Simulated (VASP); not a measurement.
# Rh (Fm-3m) in VASP: settings compared, part 2 of 2

VASP 6.6.1. The steps go on from the part before.

**3. Single point, r2SCAN**

This run uses another cell than the first one, of 14.49 Å³/atom, 1.019 times its volume.

POSCAR

```
Rh
1.0
    0.0000000000      1.9350721950      1.9350721950
    1.9350721950      0.0000000000      1.9350721950
    1.9350721950      1.9350721950      0.0000000000
Rh
1
Direct
    0.0000000000      0.0000000000      0.0000000000
```

INCAR.step1

```
PREC = Accurate
ENCUT = 580
ISMEAR = -1
SIGMA = 0.05
LREAL = F
LASPH = T
NELM = 120
NBANDS = 14
GGA = PE
ALGO = Normal
EDIFF = 1E-5
LWAVE = T
LCHARG = F
GGA_COMPAT = F
```

INCAR.step2

```
PREC = Accurate
ENCUT = 580
EDIFF = 1E-6
ISMEAR = -1
SIGMA = 0.05
LREAL = F
LASPH = T
NELM = 120
ALGO = Normal
ISIF = 2
LWAVE = F
LCHARG = T
METAGGA = R2SCAN
LMIXTAU = T
LELF = T
LVHAR = T
NBANDS = 14
ISTART = 1
GGA_COMPAT = F
```

KPOINTS

```
Automatic mesh
0
Gamma
  12 12 12
```

Potentials or basis: VASP PAW PBE potentials, release 64 (Rh_sv_GW).

Run with:

```
$ cat potpaw_PBE.64/Rh_sv_GW/POTCAR > POTCAR
$ cp INCAR.step1 INCAR
$ mpirun -np 1 vasp_std > vasp.out
$ cp INCAR.step2 INCAR
$ mpirun -np 1 vasp_std > vasp.out
```

OUTCAR:

```text
PREC = Accurate
   ENCUT = 580
   EDIFF = 1E-6
   ISMEAR = -1
   LREAL = F
   LASPH = T
   NELM = 120
   ISIF = 2
   METAGGA = R2SCAN
   ISTART = 1

 ion  position               nearest neighbor table
   1  0.000  0.000  0.000-

  LATTYP: Found a face centered cubic cell.
 ALAT       =     3.8701443900

  Lattice vectors:

 A1 = (   0.0000000000,   1.9350721950,   1.9350721950)
 A2 = (   1.9350721950,   0.0000000000,   1.9350721950)
 A3 = (   1.9350721950,   1.9350721950,   0.0000000000)

Analysis of symmetry for initial positions (statically):
=====================================================================
 Subroutine PRICEL returns:
 Original cell was already a primitive cell.

 Routine SETGRP: Setting up the symmetry group for a
 face centered cubic supercell.

 Subroutine GETGRP returns: Found 48 space group operations
 (whereof 48 operations were pure point group operations)
 out of a pool of 48 trial point group operations.

The static configuration has the point symmetry O_h .

Analysis of symmetry for dynamics (positions and initial velocities):
=====================================================================
 Subroutine PRICEL returns:
 Original cell was already a primitive cell.

 Routine SETGRP: Setting up the symmetry group for a
 face centered cubic supercell.

 Subroutine GETGRP returns: Found 48 space group operations
 (whereof 48 operations were pure point group operations)
 out of a pool of 48 trial point group operations.

The dynamic configuration has the point symmetry O_h .

 Subroutine INISYM returns: Found 48 space group operations
 (whereof 48 operations are pure point group operations),
 and found     1 'primitive' translations

----------------------------------------------------------------------------------------

                                     Primitive cell

  volume of cell :      14.4918

  direct lattice vectors                    reciprocal lattice vectors
     0.000000000  1.935072195  1.935072195    -0.258388292  0.258388292  0.258388292
     1.935072195  0.000000000  1.935072195     0.258388292 -0.258388292  0.258388292
     1.935072195  1.935072195  0.000000000     0.258388292  0.258388292 -0.258388292

  length of vectors
     2.736605342  2.736605342  2.736605342     0.447541650  0.447541650  0.447541650

  position of ions in fractional coordinates (direct lattice)
     0.000000000  0.000000000  0.000000000

  ion indices of the primitive-cell ions
   primitive index   ion index
                 1           1

----------------------------------------------------------------------------------------

 KPOINTS: Automatic mesh

Automatic generation of k-mesh.
 Grid dimensions read from file:
 generate k-points for:   12   12   12

 Generating k-lattice:

  Cartesian coordinates                     Fractional coordinates (reciprocal lattice)
    -0.021532358  0.021532358  0.021532358     0.083333333  0.000000000  0.000000000
     0.021532358 -0.021532358  0.021532358     0.000000000  0.083333333  0.000000000
     0.021532358  0.021532358 -0.021532358     0.000000000  0.000000000  0.083333333

  Length of vectors
     0.037295138  0.037295138  0.037295138

  Shift w.r.t. Gamma in fractional coordinates (k-lattice)
     0.000000000  0.000000000  0.000000000

 Subroutine IBZKPT returns following result:
 ===========================================

 Found     72 irreducible k-points:

 Following reciprocal coordinates:
            Coordinates               Weight
  0.000000  0.000000  0.000000      1.000000
  0.083333  0.000000  0.000000      8.000000
  0.166667  0.000000  0.000000      8.000000
  0.250000  0.000000  0.000000      8.000000
  0.333333  0.000000  0.000000      8.000000
  0.416667  0.000000  0.000000      8.000000
[... 16 lines left out ...]
  0.500000  0.166667  0.000000     24.000000
 -0.416667  0.166667  0.000000     24.000000
 [... further k-points ...]
   k-points           NKPTS =     72   k-points in BZ     NKDIM =     72   number of bands    NBANDS=     14
   number of dos      NEDOS =    301   number of ions     NIONS =      1
   total plane-waves  NPLWV =  13824
   dimension x,y,z NGX =    24 NGY =   24 NGZ =   24
   dimension x,y,z NGXF=    48 NGYF=   48 NGZF=   48
   ions per type =               1
   NGX,Y,Z   is equivalent  to a cutoff of  14.58, 14.58, 14.58 a.u.
   NGXF,Y,Z  is equivalent  to a cutoff of  29.16, 29.16, 29.16 a.u.
 SYSTEM =  unknown system
   PREC   = accura    normal or accurate (medium, high low for compatibility)
   ISTART =      1    job   : 0-new  1-cont  2-samecut
   ICHARG =      0    charge: 1-file 2-atom 10-const
   ISPIN  =      1    spin polarized calculation?
   LNONCOLLINEAR =      F non collinear calculations
   LSORBIT =      F    spin-orbit coupling
   LASPH  =      T    aspherical Exc in radial PAW
   ENCUT  =  580.0 eV  42.63 Ry    6.53 a.u.   5.37  5.37  5.37*2*pi/ulx,y,z
   NELM   =    120;   NELMIN=  2; NELMDL=  0     # of ELM steps
   EDIFF  = 0.1E-05   stopping-criterion for ELM
   LREAL  =      F    real-space projection
   EDIFFG = 0.1E-04   stopping-criterion for IOM
   NSW    =      0    number of steps for IOM
   IBRION =     -1    ionic relax: 0-MD 1-quasi-New 2-CG
   NFREE  =      0    steps in history (QN), initial steepest desc. (CG)
   ISIF   =      2    stress and relaxation
   ISYM   =      2    0-nonsym 1-usesym 2-fastsym
   POTIM  = 0.5000    time-step for ionic-motion
   TEBEG  =    0.0;   TEEND  =   0.0 temperature during run
   PSTRESS=    0.0 pullay stress
   NELECT =      17.0000    total number of electrons
   NUPDOWN=      -1.0000    fix difference up-down
   EMIN   =  10.00;   EMAX   =-10.00  energy-range for DOS
   EFERMI =   0.00;   METHOD = LEGACY
   ISMEAR =    -1;   SIGMA  =   0.05  broadening in eV -4-tet -1-fermi 0-gaus
   EFERMI_NEDOS =   21; number of points for ismear=-14 and -15
   IALGO  =     38    algorithm
   IMIX   =      4    mixing-type and parameters
     AMIX     =   0.40;   BMIX     =  1.00
     AMIX_MAG =   1.60;   BMIX_MAG =  1.00
  volume/ion in A,a.u.               =      14.49        97.80
  Fermi-wavevector in a.u.,A,eV,Ry     =   1.726569  3.262743 40.559524  2.981041
  Thomas-Fermi vector in A             =   2.801856
   LORBIT       =      0    0 simple, 1 ext, 2 COOP (PROOUT), +10 PAW based schemes
   METAGGA = R2SCAN    functional components
   LHFCALC =     F    Hartree Fock is set to
   AEXX    =    0.0000 exact exchange contribution
   IVDW    =     0    specifies the selected vdW correction
   LEPSILON=     F    determine dielectric tensor
   LRPA    =     F    only Hartree local field effects (RPA)
 non-spin polarized calculation
  energy-cutoff  :      580.00
  volume of cell :       14.49
 maximum number of plane-waves:       477
 NGX is ok and might be reduce to    24
   NGX = 11   NGY = 11   NGZ = 11

 number of electron      16.9999997 magnetization

 Free energy of the ion-electron system (eV)
  ---------------------------------------------------
  ext. energy  EPLUGINS =         0.00000000
  ---------------------------------------------------
  free energy    TOTEN  =       -23.25296379 eV

  energy without entropy =      -23.24329819  energy(sigma->0) =      -23.24813099

 E-fermi :   9.8082     XC(G=0): -14.8844

 val. band max:        9.7692213232   @ k =   0.4167   0.0000   0.0000
 cond. band min:       9.8141075291   @ k =   0.3333   0.1667   0.0000
 fundamental gap:      0.0448862058
 Fermi energy:         9.8082285584

 k-point     1 :       0.0000    0.0000    0.0000
  band No.  band energies     occupation
      1     -71.2221      2.00000
      2     -37.9166      2.00000
      3     -37.9166      2.00000
      4     -37.9166      2.00000
      5       2.0432      2.00000
      6       6.8780      2.00000
      7       6.8780      2.00000
      8       6.8780      2.00000
      9       8.7976      2.00000
     10       8.7976      2.00000
     11      26.3165      0.00000
     12      31.6763      0.00000
     13      31.6763      0.00000
     14      31.6763      0.00000
[... 375 lines left out ...]
 k-point    24 :      -0.4167    0.1667    0.0000
  band No.  band energies     occupation
      1     -71.1149      2.00000
      2     -38.5074      2.00000
      3     -38.1256      2.00000
      4     -38.0317      2.00000
      5       4.6291      2.00000
      6       6.2306      2.00000
      7       7.4162      2.00000
      8       7.8710      2.00000
      9      10.0373      0.02026
     10      13.9782      0.00000
     11      18.4984      0.00000
     12      26.1706      0.00000
     13      29.0145      0.00000
     14      30.5573      0.00000

 [... further k-points ...]

------------------------ aborting loop because EDIFF is reached ----------------------------------------

  FORCE on cell =-STRESS in cart. coord.  units (eV):
  Direction    XX          YY          ZZ          XY          YZ          ZX
  --------------------------------------------------------------------------------------
  -------------------------------------------------------------------------------------
  Total       -1.3547011     -1.3547011     -1.3547011      0.0000000     -0.0000000      0.0000000
  in kB     -149.7726619   -149.7726619   -149.7726619      0.0000000     -0.0000000      0.0000000
  external PRESSURE =    -149.7726619 kB  Pullay stress =       0.0000000 kB

 VOLUME and BASIS-vectors are now :
 -----------------------------------------------------------------------------
  energy-cutoff  :      580.00
  volume of cell :       14.49
      direct lattice vectors                 reciprocal lattice vectors
     0.000000000  1.935072195  1.935072195    -0.258388292  0.258388292  0.258388292
     1.935072195  0.000000000  1.935072195     0.258388292 -0.258388292  0.258388292
     1.935072195  1.935072195  0.000000000     0.258388292  0.258388292 -0.258388292

 POSITION                                       TOTAL-FORCE (eV/Angst)
 -----------------------------------------------------------------------------------
      0.00000      0.00000      0.00000        -0.000000      0.000000      0.000000
 -----------------------------------------------------------------------------------
    total drift:                               -0.000000      0.000000      0.000000

  FREE ENERGIE OF THE ION-ELECTRON SYSTEM (eV)
  ---------------------------------------------------
  free  energy   TOTEN  =       -23.2529637897 eV

  energy  without entropy=      -23.2432981905  energy(sigma->0) =      -23.24813099
```

Wall time 64 s (1 thread of Intel Xeon Platinum 8259CL at 2.50GHz (Skylake/Cascade Lake), shared host); peak memory 0.16 GiB.

Results:

* Free energy: -23.2530 eV
* Pressure: -15.0 GPa

Caveat: the PAW data sets were made with another functional, which shifts forces and pressure a little.

**4. Single point, r2SCAN**

This run uses another cell than the first one, of 12.85 Å³/atom, 0.904 times its volume.

POSCAR

```
Rh
1.0
    0.0000000000      1.8591074964      1.8591074964
    1.8591074964      0.0000000000      1.8591074964
    1.8591074964      1.8591074964      0.0000000000
Rh
1
Direct
    0.0000000000      0.0000000000      0.0000000000
```

INCAR.step1

```
SYSTEM = Rh
PREC = Accurate
ENCUT = 580
ISMEAR = -1
SIGMA = 0.05
LREAL = .False.
LASPH = .True.
NELM = 120
NBANDS = 14
GGA = PE
ALGO = Normal
EDIFF = 1E-5
LWAVE = .True.
LCHARG = .False.
GGA_COMPAT = .False.
```

INCAR.step2

```
SYSTEM = Rh
PREC = Accurate
ENCUT = 580
EDIFF = 1E-6
ISMEAR = -1
SIGMA = 0.05
LREAL = .False.
LASPH = .True.
NELM = 120
ALGO = Normal
ISIF = 2
LWAVE = .False.
LCHARG = .False.
METAGGA = R2SCAN
LMIXTAU = .True.
NBANDS = 14
ISTART = 1
GGA_COMPAT = .False.
```

KPOINTS

```
regular mesh
0
Gamma
  12 12 12
  0 0 0
```

Potentials or basis: VASP PAW PBE potentials, release 64 (Rh_sv_GW).

Run with:

```
$ cat potpaw_PBE.64/Rh_sv_GW/POTCAR > POTCAR
$ cp INCAR.step1 INCAR
$ mpirun -np 1 vasp_std > vasp.out
$ cp INCAR.step2 INCAR
$ mpirun -np 1 vasp_std > vasp.out
```

OUTCAR:

```text
SYSTEM = Rh
   PREC = Accurate
   ENCUT = 580
   EDIFF = 1E-6
   ISMEAR = -1
   LREAL = .False.
   LASPH = .True.
   NELM = 120
   ISIF = 2
   METAGGA = R2SCAN
   ISTART = 1

 ion  position               nearest neighbor table
   1  0.000  0.000  0.000-

  LATTYP: Found a face centered cubic cell.
 ALAT       =     3.7182149928

  Lattice vectors:

 A1 = (   0.0000000000,   1.8591074964,   1.8591074964)
 A2 = (   1.8591074964,   0.0000000000,   1.8591074964)
 A3 = (   1.8591074964,   1.8591074964,   0.0000000000)

Analysis of symmetry for initial positions (statically):
[... 33 lines left out ...]
                                     Primitive cell

  volume of cell :      12.8512

  direct lattice vectors                    reciprocal lattice vectors
     0.000000000  1.859107496  1.859107496    -0.268946256  0.268946256  0.268946256
     1.859107496  0.000000000  1.859107496     0.268946256 -0.268946256  0.268946256
     1.859107496  1.859107496  0.000000000     0.268946256  0.268946256 -0.268946256

  length of vectors
     2.629175035  2.629175035  2.629175035     0.465828579  0.465828579  0.465828579

  position of ions in fractional coordinates (direct lattice)
     0.000000000  0.000000000  0.000000000

  ion indices of the primitive-cell ions
   primitive index   ion index
                 1           1

----------------------------------------------------------------------------------------

 KPOINTS: regular mesh

Automatic generation of k-mesh.
 Grid dimensions read from file:
 generate k-points for:   12   12   12

 Generating k-lattice:

  Cartesian coordinates                     Fractional coordinates (reciprocal lattice)
    -0.022412188  0.022412188  0.022412188     0.083333333  0.000000000  0.000000000
     0.022412188 -0.022412188  0.022412188     0.000000000  0.083333333  0.000000000
     0.022412188  0.022412188 -0.022412188     0.000000000  0.000000000  0.083333333

  Length of vectors
[... 74 lines left out ...]
     AMIX     =   0.40;   BMIX     =  1.00
     AMIX_MAG =   1.60;   BMIX_MAG =  1.00
  volume/ion in A,a.u.               =      12.85        86.72
  Fermi-wavevector in a.u.,A,eV,Ry     =   1.797118  3.396061 43.941835  3.229634
  Thomas-Fermi vector in A             =   2.858526
   LORBIT       =      0    0 simple, 1 ext, 2 COOP (PROOUT), +10 PAW based schemes
   METAGGA = R2SCAN    functional components
   LHFCALC =     F    Hartree Fock is set to
   AEXX    =    0.0000 exact exchange contribution
   IVDW    =     0    specifies the selected vdW correction
   LEPSILON=     F    determine dielectric tensor
   LRPA    =     F    only Hartree local field effects (RPA)
 non-spin polarized calculation
  energy-cutoff  :      580.00
  volume of cell :       12.85
 maximum number of plane-waves:       419
 NGX is ok and might be reduce to    24
   NGX = 11   NGY = 11   NGZ = 11

 number of electron      17.0000001 magnetization

 Free energy of the ion-electron system (eV)
  ---------------------------------------------------
  ext. energy  EPLUGINS =         0.00000000
  ---------------------------------------------------
  free energy    TOTEN  =       -23.23237966 eV

  energy without entropy =      -23.22506989  energy(sigma->0) =      -23.22872477

 E-fermi :  11.9052     XC(G=0): -15.7939

 val. band max:       11.8269843780   @ k =  -0.3333   0.3333   0.0000
 cond. band min:      11.9181321293   @ k =   0.3333   0.1667   0.0000
 fundamental gap:      0.0911477514
 Fermi energy:        11.9052273806

 k-point     1 :       0.0000    0.0000    0.0000
  band No.  band energies     occupation
      1     -69.5343      2.00000
      2     -36.0568      2.00000
      3     -36.0568      2.00000
      4     -36.0568      2.00000
      5       3.2202      2.00000
      6       8.3591      2.00000
      7       8.3591      2.00000
      8       8.3591      2.00000
      9      10.6959      2.00000
     10      10.6959      2.00000
     11      28.2561      0.00000
     12      34.2765      0.00000
     13      34.2765      0.00000
     14      34.2765      0.00000
[... 377 lines left out ...]
      1     -69.3540      2.00000
      2     -36.9481      2.00000
      3     -36.3696      2.00000
      4     -36.2261      2.00000
      5       5.7761      2.00000
      6       7.5594      2.00000
      7       8.9940      2.00000
      8       9.5676      2.00000
      9      12.1780      0.00850
     10      16.5254      0.00000
     11      21.7785      0.00000
     12      28.8918      0.00000
     13      32.0639      0.00000
     14      33.9892      0.00000

 [... further k-points ...]
[... 5 lines left out ...]
  --------------------------------------------------------------------------------------
  -------------------------------------------------------------------------------------
  Total        1.5981902      1.5981902      1.5981902      0.0000000      0.0000000     -0.0000000
  in kB      199.2487217    199.2487217    199.2487217      0.0000000      0.0000000     -0.0000000
  external PRESSURE =     199.2487217 kB  Pullay stress =       0.0000000 kB

 VOLUME and BASIS-vectors are now :
 -----------------------------------------------------------------------------
  energy-cutoff  :      580.00
  volume of cell :       12.85
      direct lattice vectors                 reciprocal lattice vectors
     0.000000000  1.859107496  1.859107496    -0.268946256  0.268946256  0.268946256
     1.859107496  0.000000000  1.859107496     0.268946256 -0.268946256  0.268946256
     1.859107496  1.859107496  0.000000000     0.268946256  0.268946256 -0.268946256

 POSITION                                       TOTAL-FORCE (eV/Angst)
 -----------------------------------------------------------------------------------
      0.00000      0.00000      0.00000         0.000000      0.000000      0.000000
 -----------------------------------------------------------------------------------
    total drift:                               -0.000000      0.000000      0.000000

  FREE ENERGIE OF THE ION-ELECTRON SYSTEM (eV)
  ---------------------------------------------------
  free  energy   TOTEN  =       -23.2323796604 eV

  energy  without entropy=      -23.2250698851  energy(sigma->0) =      -23.22872477
```

It took 42 s on 1 thread of Intel Xeon Platinum 8259CL at 2.50GHz (Skylake/Cascade Lake), shared host; peak memory 0.16 GiB.

Results:

* Free energy: -23.2324 eV
* Pressure: 19.9 GPa

Levels at points of the mesh, in eV from the Fermi level:
```csv
k point,band 4,band 5,band 6,band 7,band 8,band 9,band 10,band 11,band 12,band 13
"(0.00, 0.00, 0.00)",-47.96,-8.69,-3.55,-3.55,-3.55,-1.21,-1.21,16.35,22.37,22.37
"(0.50, 0.00, 0.00)",-48.10,-6.95,-3.68,-3.68,0.63,0.63,0.82,9.83,15.99,22.56
"(0.50, 0.50, 0.00)",-48.32,-7.25,-6.85,0.56,1.14,1.14,3.58,13.77,14.35,14.35
```

Caveat: the PAW data sets were made with another functional, which shifts forces and pressure a little.

**5. Overview**

```csv
level,potentials or basis,cell,cutoff (eV),gap on the mesh (eV),pressure (GPa)
LDA,"VASP PAW LDA potentials, release 64 (Rh_sv_GW)","a = 2.719 Å, angles 60.0°, 1 atom",530,none,-21.3
r2SCAN,"VASP PAW PBE potentials, release 64 (Rh_sv_GW)","a = 2.737 Å, angles 60.0°, 1 atom",580,none,-15.0
r2SCAN,"VASP PAW PBE potentials, release 64 (Rh_sv_GW)","a = 2.629 Å, angles 60.0°, 1 atom",580,none,19.9
```

Alike in all rows: task single point; no spin polarisation; k mesh 12 × 12 × 12; smearing fermi-dirac 0.05 eV.

Caveats: the PAW data sets were made with another functional, which shifts forces and pressure a little (some runs).

Total energies depend on the potentials used, so only differences within one code and one set of settings carry meaning.
